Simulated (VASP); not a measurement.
# ZrC in VASP: further runs, part 3 of 3

VASP 6.6.1. Earlier steps stand in the parts before.

## Step 5: Electric field gradients, PBEsol (equal xx and yy strain of +1 %)

Contents of INCAR:

```
SYSTEM = ZrC
PREC = Accurate
ENCUT = 520
EDIFF = 1E-8
ISMEAR = -1
SIGMA = 0.05
LREAL = .FALSE.
LASPH = .TRUE.
NELM = 100
ALGO = Normal
ISIF = 2
LWAVE = .FALSE.
LCHARG = .FALSE.
GGA = PS
LEFG = .TRUE.
NBANDS = 15
```

Contents of KPOINTS:

```
Automatic mesh
0
G
  15 15 15
  0 0 0
```

Contents of POSCAR:

```
ZrC
1.0
    0.0000000000      2.3737121000      2.3502100000
    2.3737121000      0.0000000000      2.3502100000
    2.3737121000      2.3737121000      0.0000000000
Zr C
1 1
Direct
    0.5000000000      0.5000000000      0.5000000000
    0.0000000000      0.0000000000      0.0000000000
```

Potentials or basis: VASP PAW PBE potentials, release 64 (Zr_sv, C).

On the command line:

```bash
$ cat potpaw_PBE.64/Zr_sv/POTCAR potpaw_PBE.64/C/POTCAR > POTCAR
$ mpirun -np 1 vasp_std > vasp.out
```

OUTCAR:

```text
SYSTEM = ZrC
   PREC = Accurate
   ENCUT = 520
   EDIFF = 1E-8
   ISMEAR = -1
   LREAL = .FALSE.
   LASPH = .TRUE.
   NELM = 100
   ISIF = 2
   GGA = PS

 ion  position               nearest neighbor table
   1  0.500  0.500  0.500-   2 2.35   2 2.35   2 2.37   2 2.37   2 2.37   2 2.37
   2  0.000  0.000  0.000-   1 2.35   1 2.35   1 2.37   1 2.37   1 2.37   1 2.37

  LATTYP: Found a body centered tetragonal cell.
 ALAT       =     3.3569358450
 C/A-ratio  =     1.4002114479

  Lattice vectors:

 A1 = (   0.0000000000,  -2.3737121000,  -2.3502100000)
 A2 = (   0.0000000000,   2.3737121000,  -2.3502100000)
 A3 = (   2.3737121000,   0.0000000000,   2.3502100000)

Analysis of symmetry for initial positions (statically):
=====================================================================
 Subroutine PRICEL returns:
 Original cell was already a primitive cell.

 Routine SETGRP: Setting up the symmetry group for a
 body centered tetragonal supercell.

 Subroutine GETGRP returns: Found 16 space group operations
 (whereof 16 operations were pure point group operations)
 out of a pool of 16 trial point group operations.

The static configuration has the point symmetry D_4h.

Analysis of symmetry for dynamics (positions and initial velocities):
=====================================================================
 Subroutine PRICEL returns:
 Original cell was already a primitive cell.

 Routine SETGRP: Setting up the symmetry group for a
 body centered tetragonal supercell.

 Subroutine GETGRP returns: Found 16 space group operations
 (whereof 16 operations were pure point group operations)
 out of a pool of 16 trial point group operations.

The dynamic configuration has the point symmetry D_4h.

 Subroutine INISYM returns: Found 16 space group operations
 (whereof 16 operations are pure point group operations),
 and found     1 'primitive' translations

----------------------------------------------------------------------------------------

                                     Primitive cell

  volume of cell :      26.4846

  direct lattice vectors                    reciprocal lattice vectors
     0.000000000  2.373712100  2.350210000    -0.210640541  0.210640541  0.212746946
     2.373712100  0.000000000  2.350210000     0.210640541 -0.210640541  0.212746946
     2.373712100  2.373712100  0.000000000     0.210640541  0.210640541 -0.212746946

  length of vectors
     3.340358690  3.340358690  3.356935845     0.366060292  0.366060292  0.366060292

  position of ions in fractional coordinates (direct lattice)
     0.500000000  0.500000000  0.500000000
     0.000000000  0.000000000  0.000000000

  ion indices of the primitive-cell ions
   primitive index   ion index
                 1           1
                 2           2

----------------------------------------------------------------------------------------

 KPOINTS: Automatic mesh

Automatic generation of k-mesh.
[... 78 lines left out ...]
   NUPDOWN=      -1.0000    fix difference up-down
   EMIN   =  10.00;   EMAX   =-10.00  energy-range for DOS
   EFERMI =   0.00;   METHOD = LEGACY
   ISMEAR =    -1;   SIGMA  =   0.05  broadening in eV -4-tet -1-fermi 0-gaus
   EFERMI_NEDOS =   21; number of points for ismear=-14 and -15
   IALGO  =     38    algorithm
   IMIX   =      4    mixing-type and parameters
     AMIX     =   0.40;   BMIX     =  1.00
     AMIX_MAG =   1.60;   BMIX_MAG =  1.00
  volume/ion in A,a.u.               =      13.24        89.36
  Fermi-wavevector in a.u.,A,eV,Ry     =   1.383940  2.615267 26.059099  1.915290
  Thomas-Fermi vector in A             =   2.508491
   LORBIT       =      0    0 simple, 1 ext, 2 COOP (PROOUT), +10 PAW based schemes
   GGA     = PS    functional components
   LHFCALC =     F    Hartree Fock is set to
   AEXX    =    0.0000 exact exchange contribution
   IVDW    =     0    specifies the selected vdW correction
   LEPSILON=     F    determine dielectric tensor
   LRPA    =     F    only Hartree local field effects (RPA)
 non-spin polarized calculation
  energy-cutoff  :      520.00
  volume of cell :       26.48
 maximum number of plane-waves:       725
 NGX is ok and might be reduce to    28
   NGX = 13   NGY = 13   NGZ = 13

 number of electron      16.0000000 magnetization

 Free energy of the ion-electron system (eV)
  ---------------------------------------------------
  ext. energy  EPLUGINS =         0.00000000
  ---------------------------------------------------
  free energy    TOTEN  =       -20.54599895 eV

  energy without entropy =      -20.54337643  energy(sigma->0) =      -20.54468769

 E-fermi :   9.2514     XC(G=0): -12.1820

 val. band max:        9.2225803319   @ k =   0.4000   0.3333   0.0000
 cond. band min:       9.2600626969   @ k =   0.4667   0.4667   0.0000
 fundamental gap:      0.0374823650
 Fermi energy:         9.2514408740

 k-point     1 :       0.0000    0.0000    0.0000
  band No.  band energies     occupation
      1     -38.7851      2.00000
      2     -16.5412      2.00000
      3     -16.5412      2.00000
      4     -16.5335      2.00000
      5      -1.9459      2.00000
      6      10.1952      0.00000
      7      10.1952      0.00000
      8      10.2442      0.00000
      9      10.2842      0.00000
     10      10.2842      0.00000
     11      10.3798      0.00000
     12      11.9584      0.00000
     13      12.0632      0.00000
     14      16.3398      0.00000
[... 401 lines left out ...]
      2     -16.7664      2.00000
      3     -16.6102      2.00000
      4     -16.5987      2.00000
      5      -1.1575      2.00000
      6       6.9709      2.00000
      7       8.5451      2.00000
      8       8.7766      1.99985
      9       9.8166      0.00002
     10      12.1373      0.00000
     11      12.5779      0.00000
     12      13.1535      0.00000
     13      14.9357      0.00000
     14      18.5805      0.00000
     15      21.7531      0.00000

 [... further k-points ...]
[... 5 lines left out ...]
  --------------------------------------------------------------------------------------
  -------------------------------------------------------------------------------------
  Total       -1.5626366     -1.5626366     -1.0195875      0.0000000     -0.0000000      0.0000000
  in kB      -94.5313437    -94.5313437    -61.6797090      0.0000000     -0.0000000      0.0000000
  external PRESSURE =     -83.5807988 kB  Pullay stress =       0.0000000 kB

 VOLUME and BASIS-vectors are now :
 -----------------------------------------------------------------------------
  energy-cutoff  :      520.00
  volume of cell :       26.48
      direct lattice vectors                 reciprocal lattice vectors
     0.000000000  2.373712100  2.350210000    -0.210640541  0.210640541  0.212746946
     2.373712100  0.000000000  2.350210000     0.210640541 -0.210640541  0.212746946
     2.373712100  2.373712100  0.000000000     0.210640541  0.210640541 -0.212746946

 POSITION                                       TOTAL-FORCE (eV/Angst)
 -----------------------------------------------------------------------------------
      2.37371      2.37371      2.35021        -0.000000      0.000000      0.000000
      0.00000      0.00000      0.00000         0.000000     -0.000000      0.000000
 -----------------------------------------------------------------------------------
    total drift:                                0.000000      0.000000      0.000000

  FREE ENERGIE OF THE ION-ELECTRON SYSTEM (eV)
  ---------------------------------------------------
  free  energy   TOTEN  =       -20.5459989513 eV

  energy  without entropy=      -20.5433764343  energy(sigma->0) =      -20.54468769

 Electric field gradients (V/A^2)
---------------------------------------------------------------------
 ion       V_xx      V_yy      V_zz      V_xy      V_xz      V_yz
---------------------------------------------------------------------
   1       7.195     7.195   -14.391    -0.000    -0.000    -0.000
   2       0.596     0.596    -1.192    -0.000    -0.000    -0.000
---------------------------------------------------------------------

 Electric field gradients after diagonalization (V/A^2)
 (convention: |V_zz| > |V_xx| > |V_yy|)
----------------------------------------------------------------------
 ion       V_xx      V_yy      V_zz     asymmetry (V_yy - V_xx)/ V_zz
----------------------------------------------------------------------
   1       7.196     7.195   -14.391       0.000
   2       0.596     0.596    -1.192       0.000
----------------------------------------------------------------------

           NMR quadrupolar parameters

 Cq : quadrupolar parameter    Cq=e*Q*V_zz/h
 eta: asymmetry parameters     (V_yy - V_xx)/ V_zz
 Q  : nuclear electric quadrupole moment in mb (millibarn)
----------------------------------------------------------------------
 ion       Cq(MHz)       eta       Q (mb)
----------------------------------------------------------------------
   1      -0.035       0.000       1.000
   2      -0.003       0.000       1.000
----------------------------------------------------------------------
```

stdout:

```text
POSCAR found type information on POSCAR ZrC
 POSCAR found :  2 types and       2 ions
 scaLAPACK will be used
 -----------------------------------------------------------------------------
|                                                                             |
|                                                                             |
|     You enforced a specific xc type in the INCAR file but a different       |
|     I HOPE YOU KNOW WHAT YOU ARE DOING!                                     |
|                                                                             |
 -----------------------------------------------------------------------------

 LDA part: xc-table for (Slater+PW92), standard interpolation
 POSCAR, INCAR and KPOINTS ok, starting setup
 FFT: planning ... GRIDC
 FFT: planning ... GRID_SOFT
 FFT: planning ... GRID
 WAVECAR not read
 entering main loop
ion   1

ion   2
```

It took 85 s on 1 thread of Intel Xeon Platinum 8559C (Emerald Rapids), shared host; peak memory 0.24 GiB.

Results:

| Quantity | Value |
| --- | --- |
| Free energy | -20.5460 eV |
| Pressure | -8.4 GPa |
| Band gap on the k mesh | zero (band 8 reaches 10.24 eV, above the bottom of band 9 at 8.84 eV) |

Stress tensor (GPa, compression positive):
```
-9.45  0.00  0.00
 0.00 -9.45  0.00
 0.00  0.00 -6.17
```

Electric field gradients, principal values (V/Å²):
```csv
atom,least,middle,greatest (by size)
1 Zr,7.195,7.196,-14.391
2 C,0.596,0.596,-1.192
```

Caveat: the cell differs from its parent crystal (equal xx and yy strain of +1 %); without QUAD_EFG the Cq values of the log hold for a quadrupole moment of 1 mb, not for the nuclei; the PAW data sets were made with another functional, which shifts forces and pressure a little.

## Step 6: Summary

| cell | gap on the mesh (eV) | pressure (GPa) |
| --- | --- | --- |
| a = 3.340 Å, angles 59.3°, 2 atoms | none | -4.2 |
| a = 3.374 Å, angles 58.0°, 2 atoms | none | -4.1 |
| a = 3.340, b = 3.340, c = 3.357 Å, angles 59.8, 59.8, 60.3°, 2 atoms | none | -8.4 |

Alike in all rows: task electric field gradients; level PBEsol; potentials or basis VASP PAW PBE potentials, release 64 (Zr_sv, C); no spin polarisation; k mesh 15 × 15 × 15; cutoff (eV) 520; smearing fermi-dirac 0.05 eV.

Caveats: the PAW data sets were made with another functional, which shifts forces and pressure a little.

Total energies depend on the potentials used, so only differences within one code and one set of settings carry meaning.
